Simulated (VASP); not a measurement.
Al, 4 atoms in the cell. The typed cell holds 4 atoms: a = 2.820 Å, b = 4.662 Å, c = 5.069 Å, α = 90.02°, β = 89.92°, γ = 89.99°. 

| Quantity | Value |
| --- | --- |
| Program | VASP 6.6.1 |
| Task | single point |
| Functional | PBE |
| Potentials or basis | VASP PAW PBE potentials, release 64 (Al) |
| Cutoff | 520 eV |
| k mesh | 8 × 6 × 4 |
| Occupations | gaussian, width 0.2 eV |
| Spin | no spin polarisation |
| Dipole correction | no |
| Further INCAR settings | ALGO = Fast; EDIFF = 1e-06; NBANDS = 14 |

Potentials or basis: VASP PAW PBE potentials, release 64 (Al).

Launch:

```console
$ cat potpaw_PBE.64/Al/POTCAR > POTCAR
$ mpirun -np 1 vasp_std > vasp.out
```

Hardware: 1 thread of Intel Xeon 8259CL, on a shared host.

Q: How long does it take, and how much memory?

A: Run time: 2 min on 1 thread of Intel Xeon 8259CL, with other jobs on the host, peak memory 0.21 GiB. Counts: scf iterations 13, k points 100.
